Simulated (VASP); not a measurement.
Wanted: the native input for a VASP 6.6.1 run.

| Property | Result |
| --- | --- |
| Task | G0W0 quasiparticle levels |
| Functional | PBE |
| Potentials or basis | VASP PAW PBE potentials, release 64 (Ga_d_GW, N_GW) |
| Cutoff | 500 eV |
| k mesh | 6 × 6 × 6 |
| Occupations | gaussian, width 0.01 eV |
| Spin | no spin polarisation |
| Dipole correction | no |
| GW scheme | G0W0 |
| GW iterations | 1 |
| Cutoff of the response function | 150 |
| Frequency points | 96 |
| Empty bands | 98 |
| Further INCAR settings | ALGO = EVGW0; EDIFF = 1e-08; NBANDS = 107 |

The system is GaN.

```xyz
2
Lattice="0.0000 2.2490 2.3389 2.2490 0.0000 2.3389 2.2490 2.2490 0.0000" Properties=species:S:1:pos:R:3 pbc="T T T"
Ga    0.0000    0.0000    0.0000
N     1.1245    1.1245    1.1695
```

These files were run (other wordings do the same):

POSCAR

```
GaN
1.0
    0.0000000000      2.2489525411      2.3389106427
    2.2489525411      0.0000000000      2.3389106427
    2.2489525411      2.2489525411      0.0000000000
Ga N
1 1
Direct
    0.0000000000      0.0000000000      0.0000000000
    0.2500000000      0.2500000000      0.2500000000
```

INCAR.step1

```
PREC = Accurate
ENCUT = 500
EDIFF = 1E-8
ISMEAR = 0
SIGMA = 0.01
LREAL = F
LASPH = T
NELM = 100
ALGO = Normal
LWAVE = T
LCHARG = F
GGA = PE
```

INCAR.step2

```
PREC = Accurate
ENCUT = 500
EDIFF = 1E-8
ISMEAR = 0
SIGMA = 0.01
LREAL = F
LASPH = T
NELM = 1
ALGO = Exact
LWAVE = T
LCHARG = F
GGA = PE
NBANDS = 107
LOPTICS = T
ISTART = 1
```

INCAR.step3

```
PREC = Accurate
ENCUT = 500
EDIFF = 1E-8
ISMEAR = 0
SIGMA = 0.01
LREAL = F
LASPH = T
ALGO = EVGW0
LWAVE = F
LCHARG = F
GGA = PE
NELMGW = 1
NBANDS = 107
ENCUTGW = 150.0
NOMEGA = 96
PRECFOCK = Fast
ISTART = 1
NBANDSGW = 17
OMEGAMAX = 20
```

KPOINTS

```
Automatic mesh
0
Gamma
  6 6 6
```

Potentials or basis: VASP PAW PBE potentials, release 64 (Ga_d_GW, N_GW).

Launch:

```console
$ cat potpaw_PBE.64/Ga_d_GW/POTCAR potpaw_PBE.64/N_GW/POTCAR > POTCAR
$ cp INCAR.step1 INCAR
$ mpirun -np 1 vasp_std > vasp.out
$ cp INCAR.step2 INCAR
$ mpirun -np 1 vasp_std > vasp.out
$ cp INCAR.step3 INCAR
$ mpirun -np 1 vasp_std > vasp.out
```

It gave:

| Item | Value |
| --- | --- |
| Quasiparticle gap | 2.48 eV |
| Least direct quasiparticle gap | 2.48 eV |
| Band gap of the starting levels on the mesh | 1.44 eV |
| Least direct gap of the starting levels on the mesh | 1.44 eV |

Caveat: the k points lie up to 0.40 Å⁻¹ apart; bands, screening cutoff and mesh are small and nothing is extrapolated, so the quasiparticle values aren't converged; the structure was generated, so it needn't be the stable form of GaN.

Run time: 14 min on 1 thread of AMD EPYC 9R45 96-Core Processor (Zen 5), on a shared host, peak memory 0.57 GiB.
